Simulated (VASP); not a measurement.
A run of VASP 6.6.1 is set up as follows.

File INCAR:

```
SYSTEM = PbS
ALGO = Normal ; EDIFF = 1E-6
ENCUT = 520 ; GGA = PE
ISIF = 2 ; ISMEAR = 0
IVDW = 12 ; LASPH = .True.
LCHARG = .True. ; LELF = .True.
LREAL = .False. ; LVHAR = .True.
LWAVE = .False. ; NBANDS = 17
NELM = 60 ; PREC = Accurate
SIGMA = 0.03
```

The input KPOINTS:

```
k-points
0
Gamma
  12 12 12
  0 0 0
```

POSCAR

```
PbS
1.0
    2.0975659383      1.2110302591      3.4279856248
   -2.0975659383      1.2110302591      3.4279856248
    0.0000000000     -2.4220605183      3.4279856248
Pb S
1 1
Direct
    0.9779892340      0.9779892340      0.9779892340
    0.4776120960      0.4776120960      0.4776120960
```

Potentials or basis: VASP PAW PBE potentials, release 64 (Pb_d, S).

Launch:

```console
$ cat potpaw_PBE.64/Pb_d/POTCAR potpaw_PBE.64/S/POTCAR > POTCAR
$ mpirun -np 1 vasp_std > vasp.out
```

Question: What does it give for the dispersion energy per atom?

Answer: -0.347 eV.

Question: What does it give for the pressure?

Answer: -0.1 GPa.

Question: Estimate the band gap on the k mesh.

Answer: 0.36 eV.

Forces in eV/Å, atoms in the order of the input:
```
Pb   0.000  0.000 -0.002
S    0.000  0.000  0.002
```

Caveat: spin-orbit coupling is left out, which moves the levels of the heavy elements. A k mesh can miss the band edges.
